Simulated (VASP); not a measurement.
Input of a VASP 6.6.1 run:

Contents of INCAR:

```
ALGO = Fast
EDIFF = 1E-7
ENCUT = 520
ISIF = 2
ISMEAR = 0
LASPH = True
LCHARG = True
LELF = True
LREAL = False
LVHAR = True
LWAVE = False
NBANDS = 12
NELM = 100
PREC = Accurate
SIGMA = 0.15
```

File KPOINTS:

```
k-points
0
Gamma
  22 22 22
```

POSCAR

```
In
1.0
   -1.5749388961      1.5749388961      2.3757953248
    1.5749388961     -1.5749388961      2.3757953248
    1.5749388961      1.5749388961     -2.3757953248
In
1
Direct
    0.0000000000      0.0000000000      0.0000000000
```

Potentials or basis: VASP PAW LDA potentials, release 64 (In_d).

Command:

```console
$ cat potpaw_LDA.64/In_d/POTCAR > POTCAR
$ mpirun -np 1 vasp_std > vasp.out
```

Q: Estimate the pressure.

A: 2.5 GPa.

Stress tensor (GPa, compression positive):
```
2.43 0.00 0.00
0.00 2.43 0.00
0.00 0.00 2.52
```
